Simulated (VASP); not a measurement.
AlCo, 2 atoms in the cell. Symmetry: Pm-3m, No. 221, cubic system. Conventional cell: a = 2.823 Å, b = 2.823 Å, c = 2.823 Å, α = 90.00°, β = 90.00°, γ = 90.00°. Al (site symmetry m-3m) has 8 Co at 2.44 Å and 6 Al at 2.82 Å within 3.2 Å. Co (site symmetry m-3m) has 8 Al at 2.44 Å and 6 Co at 2.82 Å within 3.2 Å. 

```yaml
Program: VASP 6.6.1
Task: single point
Functional: PBEsol
Potentials_or_basis: VASP PAW PBE potentials, release 64 (Al, Co)
Cutoff: 520 eV
k_mesh: 22 × 22 × 22
Occupations: gaussian, width 0.15 eV
Spin: no spin polarisation
Dipole_correction: no
Further_INCAR_settings: ALGO = Normal; EDIFF = 1e-07; NBANDS = 13
```

Potentials or basis: VASP PAW PBE potentials, release 64 (Al, Co).

The run is started by

```bash
$ cat potpaw_PBE.64/Al/POTCAR potpaw_PBE.64/Co/POTCAR > POTCAR
$ mpirun -np 1 vasp_std > vasp.out
```

Hardware: 1 thread of Intel(R) Xeon(R) Platinum 8488C (Sapphire Rapids), on a shared host.

How long does it take, and how much memory?

Run time: 40 s on 1 thread of Intel(R) Xeon(R) Platinum 8488C (Sapphire Rapids), on a shared host, peak memory 0.23 GiB. Counts: scf iterations 13, k points 364.
